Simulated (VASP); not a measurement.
Input of a VASP 6.6.1 run:

File POSCAR:

```
Ti
1.0
    2.9358559451      0.0000000000      0.0000000000
   -1.4679279726      2.5425258303      0.0000000000
    0.0000000000      0.0000000000      4.6416239676
Ti
2
Direct
    0.3333333333      0.6666666667      0.2500000000
    0.6666666667      0.3333333333      0.7500000000
```

INCAR.step1

```
PREC = Accurate ; ENCUT = 520
ISMEAR = -1 ; SIGMA = 0.1
LREAL = False ; LASPH = True
NELM = 60 ; NBANDS = 19
GGA = PE ; ALGO = Normal
EDIFF = 1E-4 ; LWAVE = True
LCHARG = False
```

File INCAR.step2:

```
PREC = Accurate ; ENCUT = 520
EDIFF = 1E-7 ; ISMEAR = -1
SIGMA = 0.1 ; LREAL = False
LASPH = True ; NELM = 60
ALGO = Normal ; ISIF = 2
LWAVE = False ; LCHARG = False
METAGGA = R2SCAN ; LMIXTAU = True
NBANDS = 19 ; ISTART = 1
```

Contents of KPOINTS:

```
regular mesh
0
Gamma
  6 6 4
```

Potentials or basis: VASP PAW PBE potentials, release 64 (Ti_sv).

The run is started by

```bash
$ cat potpaw_PBE.64/Ti_sv/POTCAR > POTCAR
$ cp INCAR.step1 INCAR
$ mpirun -np 1 vasp_std > vasp.out
$ cp INCAR.step2 INCAR
$ mpirun -np 1 vasp_std > vasp.out
```

Q: Predict the band gap on the k mesh.

A: Zero (bands 12 and 13 overlap by 1.21 eV).

Q: What does it give for the pressure?

A: 0.5 GPa.

Stress tensor (GPa, compression positive):
```
0.16 0.00 0.00
0.00 0.16 0.00
0.00 0.00 1.10
```

Caveat: the k points lie up to 0.41 Å⁻¹ apart, too coarse for converged energies and pressures of a metal; the PAW data sets were made with another functional, which shifts forces and pressure a little.
